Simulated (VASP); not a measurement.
A run of VASP 6.6.1 is set up as follows.

Contents of INCAR:

```
ALGO = Normal
EDIFF = 1E-6
ENCUT = 590
GGA_COMPAT = False
ISIF = 2
ISMEAR = -1
ISPIN = 2
LASPH = True
LCHARG = True
LELF = True
LMAXMIX = 4
LORBIT = 11
LREAL = False
LVHAR = True
LWAVE = False
MAGMOM = 1
NBANDS = 19
NELM = 200
PREC = Accurate
SIGMA = 0.05
```

File KPOINTS:

```
k-points
0
Gamma
  22 22 20
```

POSCAR

```
Ni
1.0
    1.9775877420      0.0000000000      0.0000000000
   -0.9887938710      1.7126412228      0.0000000000
    0.0000000000      0.0000000000      1.8872973656
Ni
1
Direct
    0.0000000000      0.0000000000      0.0000000000
```

Potentials or basis: VASP PAW LDA potentials, release 64 (Ni_sv_GW).

Command:

```console
$ cat potpaw_LDA.64/Ni_sv_GW/POTCAR > POTCAR
$ mpirun -np 1 vasp_std > vasp.out
```

Q: Predict the net moment.

A: 0.00 μB per cell.

Q: Estimate the pressure.

A: 389.3 GPa.

Stress tensor (GPa, compression positive):
```
388.99   0.00   0.00
  0.00 388.99   0.00
  0.00   0.00 389.90
```
